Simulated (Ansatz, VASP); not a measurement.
# Two plane-wave programs on Na4H

The input INCAR:

```
SYSTEM = Na4H
PREC = Accurate
ENCUT = 400
EDIFF = 1E-6
ISMEAR = 0
SIGMA = 0.1
LREAL = .FALSE.
LASPH = .TRUE.
NELM = 120
ALGO = Normal
ISIF = 2
LWAVE = .FALSE.
LCHARG = .TRUE.
LDIPOL = .TRUE.
IDIPOL = 3
DIPOL = 0.5 0.5 0.304
GGA = PE
LELF = .TRUE.
LVHAR = .TRUE.
LVACPOTAV = .TRUE.
NBANDS = 40
GGA_COMPAT = .FALSE.
NELMDL = -8
```

The input KPOINTS:

```
Automatic mesh
0
G
  4 4 1
  0 0 0
```

The input POSCAR:

```
Na4H
1.0
    7.2665054626      0.0000000000      0.0000000000
   -2.4221684875      6.8509270508      0.0000000000
    0.0000000000      0.0000000000     20.9665384335
Na H
8 2
Direct
    0.2500000000      0.2500000000      0.1907801811
    0.2500000000      0.7500000000      0.1907801811
    0.7500000000      0.2500000000      0.1907801811
    0.7500000000      0.7500000000      0.1907801811
    0.0000000000      0.0000000000      0.3322693660
    0.0000000000      0.5000000000      0.3322693660
    0.5000000000      0.0000000000      0.3322693660
    0.5000000000      0.5000000000      0.3322693660
    0.1034313189      0.3333333333      0.4753545019
    0.2299020144      0.3333333333      0.4753545019
```

Input for Ansatz:

```yaml
crystal:
  lattice:
    - [7.2665054626, 0.0, 0.0]
    - [-2.4221684875, 6.8509270508, 0.0]
    - [0.0, 0.0, 20.9665384335]
  atoms:
    - { symbol: Na, position: [0.25, 0.25, 0.1907801811] }
    - { symbol: Na, position: [0.25, 0.75, 0.1907801811] }
    - { symbol: Na, position: [0.75, 0.25, 0.1907801811] }
    - { symbol: Na, position: [0.75, 0.75, 0.1907801811] }
    - { symbol: Na, position: [0.0, 0.0, 0.332269366] }
    - { symbol: Na, position: [0.0, 0.5, 0.332269366] }
    - { symbol: Na, position: [0.5, 0.0, 0.332269366] }
    - { symbol: Na, position: [0.5, 0.5, 0.332269366] }
    - { symbol: H, position: [0.1034313189, 0.3333333333, 0.4753545019] }
    - { symbol: H, position: [0.2299020144, 0.3333333333, 0.4753545019] }
basis:
  ecutwfc: 420
kpoints:
  mp_grid: { grid: [4, 4, 1] }
hamiltonian:
  xc: pbe
scf:
  occupations: { method: gaussian, width: 0.1 }
output:
  forces: true
  eigenvalues: true
efield:
  axis: 3
  dipole_correction: true
  ramp_width: 0.04
```

Alike in both runs: task single point; functional PBE; k mesh 4 × 4 × 1; occupations gaussian, width 0.1 eV; no spin polarisation.

|  | VASP | Ansatz |
| --- | --- | --- |
| version | VASP 6.6.1 | Ansatz 0.2.0 |
| potentials or method | VASP PAW PBE potentials, release 64 (Na_pv, H), cutoff 400 eV | scalar-relativistic, plane waves, PAW |
| valence electrons in the cell | 58 | 74 |

Ansatz gave:

| Property | Result |
| --- | --- |
| gap on the k mesh at the Fermi level (eV) | none |
| rms of the force components (eV/Å) | 0.890 |
| work function, face that differs most (eV) | 2.82 |

Which values does VASP return?

gap on the k mesh at the Fermi level (eV): none; rms of the force components (eV/Å): 0.879; work function, face that differs most (eV): 2.82.

Atom by atom the forces differ by 0.011 eV/Å (rms over components). A gap of «none» marks a metal or a gap that the smearing closes. VASP's potentials hold 58 valence electrons a cell and Ansatz's 74, so a difference there can come from the potentials and not from the codes.
